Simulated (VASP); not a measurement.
A run of VASP 6.6.1:

File INCAR:

```
SYSTEM = AgB2
PREC = Accurate
ENCUT = 520
EDIFF = 1E-6
ISMEAR = 1
SIGMA = 0.1
LREAL = .False.
LASPH = .True.
NELM = 100
ALGO = Normal
ISIF = 2
LWAVE = .False.
LCHARG = .False.
GGA = PE
NBANDS = 16
```

KPOINTS

```
Automatic mesh
0
Gamma
  11 11 7
  0 0 0
```

Contents of POSCAR:

```
AgB2
1.0
    3.0268040000      0.0000000000      0.0000000000
   -1.5134020000      2.6212890000      0.0000000000
    0.0000000000      0.0000000000      4.0639220000
Ag B
1 2
Direct
    0.0000000000      0.0000000000      0.0000000000
    0.3333333333      0.6666666667      0.5000000000
    0.6666666667      0.3333333333      0.5000000000
```

Potentials or basis: VASP PAW PBE potentials, release 64 (Ag, B).

Command:

```sh
$ cat potpaw_PBE.64/Ag/POTCAR potpaw_PBE.64/B/POTCAR > POTCAR
$ mpirun -np 1 vasp_std > vasp.out
```

Hardware: 1 thread of AMD EPYC 9R45 96-Core Processor (Zen 5), with other jobs on the host.

Task: Estimate the wall time of this run.

Result: Wall time 16 s on 1 thread of AMD EPYC 9R45 96-Core Processor (Zen 5), with other jobs on the host, peak memory 0.13 GiB. Counts: scf iterations 13, k points 64.
